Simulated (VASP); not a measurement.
Input of a VASP 6.6.1 run:

Contents of INCAR:

```
PREC     = Accurate       # precision mode
ENCUT    = 520            # plane-wave cutoff, eV
EDIFF    = 1E-7           # SCF threshold, eV
ISMEAR   = 0              # smearing method
SIGMA    = 0.01           # smearing width, eV
LREAL    = Auto         
LASPH    = T              # aspherical terms in the spheres
NELM     = 100            # most SCF steps
ALGO     = Normal         # electronic algorithm
ISIF     = 2              # what is computed and relaxed
LWAVE    = F              # write WAVECAR
LCHARG   = T              # write CHGCAR
GGA      = PE             # functional
LELF     = T              # ELF
LVHAR    = T            
NBANDS   = 126            # bands
NELECT   = 192.0
```

The input KPOINTS:

```
Automatic mesh
0
Gamma
  3 3 3
```

POSCAR

```
B24HN24
1.0
    0.0000000000      0.0000000000      8.3431560662
    7.5365434625     -4.3512253968      0.0000000000
    0.0000000000      8.7024507937      0.0000000000
B N H
24 24 1
Direct
    0.2050609481      0.0000000000      0.1682819626
    0.2133334636      0.5001862634      0.1669544297
    0.2075312654      0.3348680705      0.3348680705
    0.2133334636      0.1669544297      0.5001862634
    0.2075312654      0.0000000000      0.6651319295
    0.2133334636      0.8330455703      0.3332318337
    0.2133334636      0.6667681663      0.4998137366
    0.2133334636      0.4998137366      0.6667681663
    0.2133334636      0.3332318337      0.8330455703
    0.2050609481      0.1682819626      0.0000000000
    0.2050609481      0.8317180374      0.8317180374
    0.2075312654      0.6651319295      0.0000000000
    0.7949390519      0.1682819626      0.1682819626
    0.7866665364      0.6667681663      0.1669544297
    0.7866665364      0.5001862634      0.3332318337
    0.7866665364      0.3332318337      0.5001862634
    0.7866665364      0.1669544297      0.6667681663
    0.7924687346      0.0000000000      0.3348680705
    0.7866665364      0.8330455703      0.4998137366
    0.7924687346      0.6651319295      0.6651319295
    0.7866665364      0.4998137366      0.8330455703
    0.7924687346      0.3348680705      0.0000000000
    0.7949390519      0.0000000000      0.8317180374
    0.7949390519      0.8317180374      1.0000000000
    0.8008027835      0.0000000000      0.1665572905
    0.7873159387      0.5001097782      0.1665970634
    0.7877288889      0.3332857271      0.3332857271
    0.7873159387      0.1665970634      0.5001097782
    0.7877288889      0.0000000000      0.6667142729
    0.7873159387      0.8334029366      0.3335127148
    0.7873159387      0.6664872852      0.4998902218
    0.7873159387      0.4998902218      0.6664872852
    0.7873159387      0.3335127148      0.8334029366
    0.8008027835      0.1665572905      0.0000000000
    0.8008027835      0.8334427095      0.8334427095
    0.7877288889      0.6667142729      0.0000000000
    0.1991972165      0.1665572905      0.1665572905
    0.2126840613      0.6664872852      0.1665970634
    0.2126840613      0.5001097782      0.3335127148
    0.2126840613      0.3335127148      0.5001097782
    0.2126840613      0.1665970634      0.6664872852
    0.2122711111      0.0000000000      0.3332857271
    0.2126840613      0.8334029366      0.4998902218
    0.2122711111      0.6667142729      0.6667142729
    0.2126840613      0.4998902218      0.8334029366
    0.2122711111      0.3332857271      0.0000000000
    0.1991972165      0.0000000000      0.8334427095
    0.1991972165      0.8334427095      1.0000000000
    0.0000000000      0.0000000000      0.0000000000
```

Potentials or basis: VASP PAW PBE potentials, release 64 (B, N, H).

Launch:

```sh
$ cat potpaw_PBE.64/B/POTCAR potpaw_PBE.64/N/POTCAR potpaw_PBE.64/H/POTCAR > POTCAR
$ mpirun -np 1 vasp_std > vasp.out
```

Task: What does it give for the largest force?

Result: 0.010 eV/Å.

Forces in eV/Å, atoms in the order of the input:
```
B    0.000  0.008 -0.006
B    0.002  0.001  0.001
B    0.003  0.002  0.008
B    0.001  0.002  0.001
B    0.000 -0.004  0.008
B   -0.001  0.002  0.001
B   -0.001 -0.002  0.001
B   -0.002  0.001  0.001
B    0.001 -0.002  0.001
B    0.007 -0.004 -0.006
B   -0.007 -0.004 -0.006
B   -0.003  0.002  0.008
B    0.007  0.004  0.006
B   -0.001  0.002 -0.001
B    0.002 -0.001 -0.001
B    0.001  0.002 -0.001
B    0.001 -0.002 -0.001
B    0.000  0.004 -0.008
B   -0.001 -0.002 -0.001
B   -0.003 -0.002 -0.008
B   -0.002 -0.001 -0.001
B    0.003 -0.002 -0.008
B    0.000 -0.008  0.006
B   -0.007  0.004  0.006
N    0.000  0.000 -0.004
N    0.000 -0.002  0.002
N   -0.004 -0.002 -0.002
N   -0.002  0.001  0.002
N    0.000  0.005 -0.002
N    0.002  0.001  0.002
N   -0.001  0.001  0.002
N    0.000 -0.002  0.002
N    0.001  0.001  0.002
N    0.000  0.000 -0.004
N    0.000  0.000 -0.004
N    0.004 -0.002 -0.002
N    0.000  0.000  0.004
N   -0.001 -0.001 -0.002
N    0.000  0.002 -0.002
N    0.001 -0.001 -0.002
N   -0.002 -0.001 -0.002
N    0.000 -0.005  0.002
N    0.002 -0.001 -0.002
N    0.004  0.002  0.002
N    0.000  0.002 -0.002
N   -0.004  0.002  0.002
N    0.000  0.000  0.004
N    0.000  0.000  0.004
H    0.000  0.000  0.000
```

Caveat: the cell carries a net charge on a neutralising background, which shifts energy and pressure; the cell differs from its parent crystal (with an interstitial atom, then relaxed in part).
